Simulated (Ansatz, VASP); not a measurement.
**Te in VASP and in Ansatz**

Contents of INCAR:

```
SYSTEM = Te
ALGO     = Normal         ! electronic algorithm
EDIFF    = 1E-6           ! SCF threshold, eV
ENCUT    = 520            ! plane-wave cutoff, eV
GGA      = PE             ! functional
ISIF     = 2              ! what is computed and relaxed
ISMEAR   = -1             ! smearing method
LASPH    = .TRUE.         ! aspherical terms in the spheres
LCHARG   = .FALSE.        ! write CHGCAR
LREAL    = .FALSE.        ! projectors in reciprocal space
LWAVE    = .FALSE.        ! write WAVECAR
NBANDS   = 16             ! bands
NELM     = 100            ! most SCF steps
PREC     = Accurate       ! precision mode
SIGMA    = 0.1            ! smearing width, eV
```

File KPOINTS:

```
k-points
0
G
  8 8 11
  0 0 0
```

POSCAR

```
Te
1.0
    5.6178893036      0.0000000000      0.0000000000
   -2.8089446518      4.8652348526      0.0000000000
    0.0000000000      0.0000000000      3.3170571393
Te
3
Direct
    1.0000000000      0.0000000000      0.0000000000
    0.3333333333      0.6666666667      0.5000000000
    0.6666666667      0.3333333333      0.5000000000
```

Input for Ansatz:

```yaml
crystal:
  lattice:
    - [5.6178893036, 0.0, 0.0]
    - [-2.8089446518, 4.8652348526, 0.0]
    - [0.0, 0.0, 3.3170571393]
  atoms:
    - { symbol: Te, position: [1.0, 0.0, 0.0] }
    - { symbol: Te, position: [0.3333333333, 0.6666666667, 0.5] }
    - { symbol: Te, position: [0.6666666667, 0.3333333333, 0.5] }
hamiltonian:
  xc: pbe
  pseudopotentials:
    kind: paw
    azcp:
      Te: "pseudopotentials/Te.paw.azcp"
basis:
  ecutwfc: 420
  fft_grid_basis: typed
kpoints:
  mp_grid: { grid: [8, 8, 11], shift: [0, 0, 0] }
magnetization:
  spin_polarized: false
scf:
  occupations: { method: fermi_dirac, width: 0.1 }
  lower_state_search: "off"
output:
  stress: true
```

Alike in both runs: task single point; functional PBE; k mesh 8 × 8 × 11; occupations fermi-dirac, width 0.1 eV; no spin polarisation.

|  | VASP | Ansatz |
| --- | --- | --- |
| version | VASP 6.6.1 | Ansatz 0.2.0 |
| potentials or method | VASP PAW PBE potentials, release 64 (Te), cutoff 520 eV | plane waves (420 eV) with PAW, scalar-relativistic |
| valence electrons in the cell | 18 | 48 |

|  | VASP | Ansatz | Ansatz less VASP |
| --- | --- | --- | --- |
| pressure (GPa) | -2.1 | -2.0 | +0.07 |
| traceless stress, the component that is largest in VASP (GPa) | -1.24 | -1.24 | 0.000 |

With one functional, cell and mesh, what is left measures potentials, basis and numerics. VASP's potentials hold 18 valence electrons a cell and Ansatz's 48, so a difference there can come from the potentials and not from the codes.

Spin-orbit coupling is off throughout.
